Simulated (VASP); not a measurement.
# CdTe in VASP: notebook, part 2 of 2

VASP 6.6.1. Earlier steps stand in the parts before.

### 3 Single point, PBEsol, non-collinear spin, zero start, spin-orbit coupling

File INCAR:

```
PREC = Accurate
ENCUT = 520
EDIFF = 1E-6
ISMEAR = 0
SIGMA = 0.01
LREAL = False
LASPH = True
NELM = 150
ALGO = Normal
ISIF = 2
LWAVE = False
LCHARG = True
MAGMOM = 0 0 0 0 0 0
LORBIT = 11
LSORBIT = True
GGA_COMPAT = False
LORBMOM = True
GGA = PS
LVHAR = True
NBANDS = 30
```

File KPOINTS:

```
Automatic mesh
0
Gamma
  6 6 6
```

File POSCAR:

```
CdTe
1.0
    3.2447046410      3.2447046410      0.0000000000
   -3.2447046410      3.2447046410      0.0000000000
    0.0000000000      3.2447046410      3.2447046410
Cd Te
1 1
Direct
    0.0000000000      0.0000000000      0.0000000000
    0.7500000000      0.2500000000      0.5000000000
```

Potentials or basis: VASP PAW PBE potentials, release 64 (Cd, Te).

Started as:

```
$ cat potpaw_PBE.64/Cd/POTCAR potpaw_PBE.64/Te/POTCAR > POTCAR
$ mpirun -np 1 vasp_ncl > vasp.out
```

OUTCAR:

```text
PREC = Accurate
   ENCUT = 520
   EDIFF = 1E-6
   ISMEAR = 0
   LREAL = False
   LASPH = True
   NELM = 150
   ISIF = 2
   LORBIT = 11
   LSORBIT = True
   GGA = PS

 ion  position               nearest neighbor table
   1  0.000  0.000  0.000-   2 2.81   2 2.81   2 2.81   2 2.81
   2  0.750  0.250  0.500-   1 2.81   1 2.81   1 2.81   1 2.81

  LATTYP: Found a face centered cubic cell.
 ALAT       =     6.4894092820

  Lattice vectors:

 A1 = (   0.0000000000,   3.2447046410,   3.2447046410)
 A2 = (   3.2447046410,   0.0000000000,   3.2447046410)
 A3 = (   3.2447046410,   3.2447046410,   0.0000000000)

Analysis of symmetry for initial positions (statically):
=====================================================================
 Subroutine PRICEL returns:
 Original cell was already a primitive cell.

 Routine SETGRP: Setting up the symmetry group for a
 face centered cubic supercell.

 Subroutine GETGRP returns: Found 24 space group operations
 (whereof 24 operations were pure point group operations)
 out of a pool of 48 trial point group operations.

The static configuration has the point symmetry T_d .

Analysis of symmetry for dynamics (positions and initial velocities):
=====================================================================
 Subroutine PRICEL returns:
 Original cell was already a primitive cell.

 Routine SETGRP: Setting up the symmetry group for a
 face centered cubic supercell.

 Subroutine GETGRP returns: Found 24 space group operations
 (whereof 24 operations were pure point group operations)
 out of a pool of 48 trial point group operations.

The dynamic configuration has the point symmetry T_d .

Analysis of structural, dynamic, and magnetic symmetry:
=====================================================================
 Subroutine PRICEL returns:
 Original cell was already a primitive cell.

 Routine SETGRP: Setting up the symmetry group for a
 face centered cubic supercell.

 Subroutine GETGRP returns: Found 24 space group operations
 (whereof 24 operations were pure point group operations)
 out of a pool of 48 trial point group operations.

The overall configuration has the point symmetry T_d .

 Subroutine INISYM returns: Found 24 space group operations
 (whereof 24 operations are pure point group operations),
 and found     1 'primitive' translations

----------------------------------------------------------------------------------------

                                     Primitive cell

  volume of cell :      68.3212

  direct lattice vectors                    reciprocal lattice vectors
     3.244704641  3.244704641  0.000000000     0.154097231  0.154097231 -0.154097231
    -3.244704641  3.244704641  0.000000000    -0.154097231  0.154097231 -0.154097231
     0.000000000  3.244704641  3.244704641     0.000000000  0.000000000  0.308194462

[... 864 lines left out ...]

------------------------ aborting loop because EDIFF is reached ----------------------------------------

  FORCE on cell =-STRESS in cart. coord.  units (eV):
  Direction    XX          YY          ZZ          XY          YZ          ZX
  --------------------------------------------------------------------------------------
  -------------------------------------------------------------------------------------
  Total        0.0910275      0.0910275      0.0910275      0.0000000     -0.0000000      0.0000000
  in kB        2.1346551      2.1346551      2.1346551      0.0000000     -0.0000000      0.0000000
  external PRESSURE =       2.1346551 kB  Pullay stress =       0.0000000 kB

 VOLUME and BASIS-vectors are now :
 -----------------------------------------------------------------------------
  energy-cutoff  :      520.00
  volume of cell :       68.32
      direct lattice vectors                 reciprocal lattice vectors
     3.244704641  3.244704641  0.000000000     0.154097231  0.154097231 -0.154097231
    -3.244704641  3.244704641  0.000000000    -0.154097231  0.154097231 -0.154097231
     0.000000000  3.244704641  3.244704641     0.000000000  0.000000000  0.308194462

 POSITION                                       TOTAL-FORCE (eV/Angst)
 -----------------------------------------------------------------------------------
      0.00000      0.00000      0.00000        -0.000000      0.000000     -0.000000
      1.62235      4.86706      1.62235         0.000000     -0.000000      0.000000
 -----------------------------------------------------------------------------------
    total drift:                               -0.000000     -0.000000      0.000000

  FREE ENERGIE OF THE ION-ELECTRON SYSTEM (eV)
  ---------------------------------------------------
  free  energy   TOTEN  =        -5.6106257353 eV

  energy  without entropy=       -5.6106257353  energy(sigma->0) =       -5.61062574

 orbital moment (x)

 # of ion     p       d       tot
 ----------------------------------------
  1         0.000   0.000   0.000
  2         0.000   0.000   0.000
 ----------------------------------------
            0.000   0.000   0.000

 orbital moment (y)

 # of ion     p       d       tot
 ----------------------------------------
  1        -0.000  -0.000  -0.000
  2        -0.000  -0.000  -0.000
 ----------------------------------------
           -0.000  -0.000  -0.000

 orbital moment (z)

 # of ion     p       d       tot
 ----------------------------------------
  1         0.000   0.000   0.000
  2         0.000   0.000   0.000
 ----------------------------------------
            0.000   0.000   0.000

 Spin-Orbit-Coupling matrix elements

 Ion:    1  E_soc:     -0.0612191
 l=   1
     0.0000000    -0.0031975    -0.0031975
    -0.0031975     0.0000000    -0.0031975
    -0.0031975    -0.0031975     0.0000000
 l=   2
     0.0000000    -0.0014071     0.0000000    -0.0014071    -0.0055986
    -0.0014071     0.0000000    -0.0041989    -0.0014071    -0.0013996
     0.0000000    -0.0041989     0.0000000    -0.0041989     0.0000000
    -0.0014071    -0.0014071    -0.0041989     0.0000000    -0.0013996
    -0.0055986    -0.0013996     0.0000000    -0.0013996     0.0000000
 l=   3
     0.0000000     0.0000000     0.0000000     0.0000000     0.0000000     0.0000000     0.0000000
     0.0000000     0.0000000     0.0000000     0.0000000     0.0000000     0.0000000     0.0000000
     0.0000000     0.0000000     0.0000000     0.0000000     0.0000000     0.0000000     0.0000000
     0.0000000     0.0000000     0.0000000     0.0000000     0.0000000     0.0000000     0.0000000
     0.0000000     0.0000000     0.0000000     0.0000000     0.0000000     0.0000000     0.0000000
     0.0000000     0.0000000     0.0000000     0.0000000     0.0000000     0.0000000     0.0000000
     0.0000000     0.0000000     0.0000000     0.0000000     0.0000000     0.0000000     0.0000000

 Ion:    2  E_soc:     -0.1957327
 l=   1
     0.0000000    -0.0325471    -0.0325471
    -0.0325471     0.0000000    -0.0325471
    -0.0325471    -0.0325471     0.0000000
 l=   2
     0.0000000    -0.0000304     0.0000000    -0.0000304    -0.0000446
    -0.0000304     0.0000000    -0.0000335    -0.0000304    -0.0000112
     0.0000000    -0.0000335     0.0000000    -0.0000335     0.0000000
    -0.0000304    -0.0000304    -0.0000335     0.0000000    -0.0000112
    -0.0000446    -0.0000112     0.0000000    -0.0000112     0.0000000
 l=   3
     0.0000000     0.0000000     0.0000000     0.0000000     0.0000000     0.0000000     0.0000000
     0.0000000     0.0000000     0.0000000     0.0000000     0.0000000     0.0000000     0.0000000
     0.0000000     0.0000000     0.0000000     0.0000000     0.0000000     0.0000000     0.0000000
     0.0000000     0.0000000     0.0000000     0.0000000     0.0000000     0.0000000     0.0000000
     0.0000000     0.0000000     0.0000000     0.0000000     0.0000000     0.0000000     0.0000000
     0.0000000     0.0000000     0.0000000     0.0000000     0.0000000     0.0000000     0.0000000
     0.0000000     0.0000000     0.0000000     0.0000000     0.0000000     0.0000000     0.0000000

 total charge

# of ion       s       p       d       tot
------------------------------------------
    1        0.473   0.318   9.527  10.319
    2        1.352   2.046   0.021   3.419
--------------------------------------------------
tot          1.825   2.364   9.549  13.738

 magnetization (x)

# of ion       s       p       d       tot
------------------------------------------
    1        0.000   0.000   0.000   0.000
    2        0.000   0.000   0.000   0.000
--------------------------------------------------
tot          0.000   0.000   0.000   0.000

 magnetization (y)

# of ion       s       p       d       tot
------------------------------------------
    1       -0.000  -0.000   0.000  -0.000
    2        0.000  -0.000   0.000  -0.000
--------------------------------------------------
tot         -0.000  -0.000   0.000  -0.000

 magnetization (z)

# of ion       s       p       d       tot
------------------------------------------
    1       -0.000   0.000   0.000  -0.000
    2       -0.000  -0.000  -0.000  -0.000
--------------------------------------------------
tot         -0.000   0.000   0.000  -0.000
```

OSZICAR:

```text
N       E                     dE             d eps       ncg     rms          rms(c)
DAV:   1     0.110741957817E+03    0.11074E+03   -0.80309E+03  1320   0.105E+03
DAV:   2    -0.553676817750E+00   -0.11130E+03   -0.10670E+03  1452   0.262E+02
DAV:   3    -0.580547516524E+01   -0.52518E+01   -0.52216E+01  1540   0.574E+01
DAV:   4    -0.586971431559E+01   -0.64239E-01   -0.64225E-01  1640   0.565E+00
DAV:   5    -0.587056505320E+01   -0.85074E-03   -0.85072E-03  1534   0.628E-01    0.601E+00
DAV:   6    -0.562780750343E+01    0.24276E+00   -0.42746E-01  1470   0.895E+00    0.473E+00
DAV:   7    -0.561171765917E+01    0.16090E-01   -0.12728E-01  1470   0.234E+00    0.239E+00
DAV:   8    -0.561069564595E+01    0.10220E-02   -0.83847E-03  1506   0.944E-01    0.104E+00
DAV:   9    -0.561053880677E+01    0.15684E-03   -0.42857E-04  1516   0.209E-01    0.310E-01
DAV:  10    -0.561060004132E+01   -0.61235E-04   -0.30685E-04  1434   0.172E-01    0.577E-02
DAV:  11    -0.561061328171E+01   -0.13240E-04   -0.28953E-05  1580   0.648E-02    0.252E-02
DAV:  12    -0.561062596843E+01   -0.12687E-04   -0.21732E-05  1496   0.312E-02    0.222E-02
DAV:  13    -0.561062573529E+01    0.23314E-06   -0.68655E-07  1348   0.958E-03
   1 F= -.56106257E+01 E0= -.56106257E+01  d E =-.987168E-48  mag=     0.0000    -0.0000     0.0000
```

It took 82 s on 1 thread of Intel Xeon Platinum 8375C at 2.90GHz (Ice Lake), shared host; peak memory 0.4 GiB.

Results:

```
Free energy                                           : -5.6106 eV
Pressure                                              : 0.2 GPa
Net moment                                            : 0.00 μB per cell
Valence electrons inside the program's atomic spheres : Cd 10.32; Te 3.42
```

Moments on the atoms (μB; x, y, z):
```
Cd  0.00 0.00 0.00
Te  0.00 0.00 0.00
```

Caveat: the PAW data sets were made with another functional, which shifts forces and pressure a little.

### 4 Single point, PBEsol, non-collinear spin, zero start, spin-orbit coupling (film at in-plane strain -0.02)

File INCAR:

```
SYSTEM = CdTe
PREC = Accurate
ENCUT = 520
EDIFF = 1E-6
ISMEAR = 0
SIGMA = 0.01
LREAL = .False.
LASPH = .True.
NELM = 150
ALGO = Normal
ISIF = 2
LWAVE = .False.
LCHARG = .False.
LNONCOLLINEAR = .True.
MAGMOM = 0 0 0 0 0 0
LORBIT = 11
LSORBIT = .True.
GGA_COMPAT = .False.
LORBMOM = .True.
GGA = PS
NBANDS = 30
```

File KPOINTS:

```
Automatic mesh
0
Gamma
  6 6 6
  0 0 0
```

File POSCAR:

```
CdTe
1.0
    3.1798105482      3.1798105482      0.0000000000
   -3.1798105482      3.1798105482      0.0000000000
    0.0000000000      3.1798105482      3.3328137160
Cd Te
1 1
Direct
    0.0000000000      0.0000000000      0.0000000000
    0.7500000000      0.2500000000      0.5000000000
```

Started as:

```
$ cat potpaw_PBE.64/Cd/POTCAR potpaw_PBE.64/Te/POTCAR > POTCAR
$ mpirun -np 1 vasp_ncl > vasp.out
```

It took 2.2 min on 1 thread of Intel Xeon Platinum 8375C at 2.90GHz (Ice Lake), shared host; peak memory 0.44 GiB.

It converged, with:

```yaml
Free_energy: -5.6023 eV
Pressure: 0.8 GPa
Net_moment: 0.00 μB per cell
Valence_electrons_inside_the_program's_atomic_spheres: Cd 10.33; Te 3.42
```

Stress tensor (GPa, compression positive):
```
1.05 0.00 0.00
0.00 1.05 0.00
0.00 0.00 0.20
```

Moments on the atoms (μB; x, y, z):
```
Cd  0.00 0.00 0.00
Te  0.00 0.00 0.00
```

Caveat: the cell differs from its parent crystal (film at in-plane strain -0.02); the PAW data sets were made with another functional, which shifts forces and pressure a little.

### 5 The runs side by side

| spin | cell | k mesh | smearing | pressure (GPa) | moment (μB) |
| --- | --- | --- | --- | --- | --- |
| off | a = 4.589 Å, angles 60.0, 60.0, 90.0°, 2 atoms | 10 × 10 × 10 | fermi-dirac 0.1 eV | 0.2 | - |
| non-collinear, zero start, SOC | a = 4.589 Å, angles 60.0, 60.0, 90.0°, 2 atoms | 6 × 6 × 6 | gaussian 0.01 eV | 0.2 | 0.00 |
| non-collinear, zero start, SOC | a = 4.497, b = 4.497, c = 4.606 Å, angles 60.8, 60.8, 90.0°, 2 atoms | 6 × 6 × 6 | gaussian 0.01 eV | 0.8 | 0.00 |

Alike in all rows: task single point; level PBEsol; potentials or basis VASP PAW PBE potentials, release 64 (Cd, Te); cutoff (eV) 520.

Caveats: the PAW data sets were made with another functional, which shifts forces and pressure a little.

Absolute energies hang on the potentials; compare differences alone.
